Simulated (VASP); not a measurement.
The system is Ag.

```
Ag
1.0
     2.93000    0.00000    0.00000
    -1.46500    2.53745    0.00000
     0.00000    0.00000    4.79000
Ag
2
Direct
  0.33333 0.66667 0.25000
  0.66667 0.33333 0.75000
```

This isn't the form of Ag at room conditions, which is fcc.

| Item | Value |
| --- | --- |
| Program | VASP 6.6.1 |
| Task | relaxation of cell and atoms |
| Functional | PBEsol |
| Potentials or basis | VASP PAW PBE potentials, release 64 (Ag) |
| Cutoff | 600 eV |
| k mesh | 18 × 18 × 10 |
| Occupations | gaussian, width 0.1 eV |
| Spin | no spin polarisation |

At the start: pressure -6.4 GPa; volume 17.81 Å³/atom.

Q: How do energy, volume and symmetry change on relaxing?

A: Over 6 steps the energy falls by 24.6 meV/atom and the volume is 16.67 Å³/atom (-6.4 %); space group P6_3/mmc (No. 194, to 0.1 Å) before and after.

Step by step:
```
step  energy change (eV)  largest force (eV/Å)  pressure (GPa)  volume (Å³)
   1              0.0000                0.0000           -6.45        35.61
   2             -0.0291                0.0000            5.23        32.04
   3             -0.0493                0.0000           -0.03        33.35
   4             -0.0492                0.0000            0.12        33.30
   5             -0.0493                0.0000           -0.08        33.36
   6             -0.0493                0.0000           -0.02        33.34
```

Final structure:
```
Ag
1.0
     2.86583    0.00000    0.00000
    -1.43291    2.48188    0.00000
     0.00000    0.00000    4.68718
Ag
2
Direct
  0.33333 0.66667 0.25000
  0.66667 0.33333 0.75000
```

Caveat: the PAW data sets were made with another functional, which shifts forces and pressure a little.
